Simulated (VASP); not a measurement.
SrCo2P2: single point with LDA

Crystal: SrCo2P2.

```xyz
5
Lattice="-1.8393 1.8393 5.8969 1.8393 -1.8393 5.8969 1.8393 1.8393 -5.8969" Properties=species:S:1:pos:R:3 pbc="T T T"
Sr    0.0000    0.0000    0.0000
Co    0.0000    1.8393    2.9484
Co    1.8393    0.0000    2.9484
P     0.0000    0.0000    4.1213
P     0.0000    0.0000    7.6724
```

* Program: VASP 6.6.1
* Task: single point
* Functional: LDA
* Potentials or basis: VASP PAW LDA potentials, release 64 (Sr_sv, Co, P)
* Cutoff: 520 eV
* k mesh: 16 × 16 × 16
* Occupations: gaussian, width 0.05 eV
* Spin: no spin polarisation

```
Pressure               : -3.4 GPa
Largest force          : 0.011 eV/Å
Band gap on the k mesh : zero (bands 19 and 20 overlap by 1.97 eV)
```

Forces in eV/Å, atoms in the order of the input:
```
Sr   0.000  0.000  0.000
Co   0.000  0.000  0.000
Co   0.000  0.000  0.000
P    0.000  0.000 -0.011
P    0.000  0.000  0.011
```

Stress tensor (GPa, compression positive):
```
-3.29  0.00  0.00
 0.00 -3.29  0.00
 0.00  0.00 -3.52
```

Levels at points of the mesh, in eV from the Fermi level:
```tsv
k point	band 16	band 17	band 18	band 19	band 20	band 21	band 22	band 23
(0.00, 0.00, 0.00)	-1.12	-0.77	-0.77	-0.35	0.66	2.40	2.40	2.68
(0.50, 0.00, 0.00)	-2.15	-1.73	-1.59	0.36	0.73	0.83	1.75	2.70
(0.50, 0.50, 0.00)	-1.68	-1.65	-1.39	-1.39	-1.35	0.01	0.08	3.55
(0.50, 0.50, 0.50)	-1.03	-0.60	-0.60	-0.35	-0.19	1.24	2.19	2.19
```

Wall time 24 min on 1 thread of Intel(R) Xeon(R) Platinum 8488C (Sapphire Rapids), with other jobs on the host, peak memory 0.82 GiB.

Caveat: the cell stands under tension; the run has no spin polarisation, though such a crystal can be magnetic. Spin polarisation is off, so any magnetic state and its effect on volume and gap are missing.
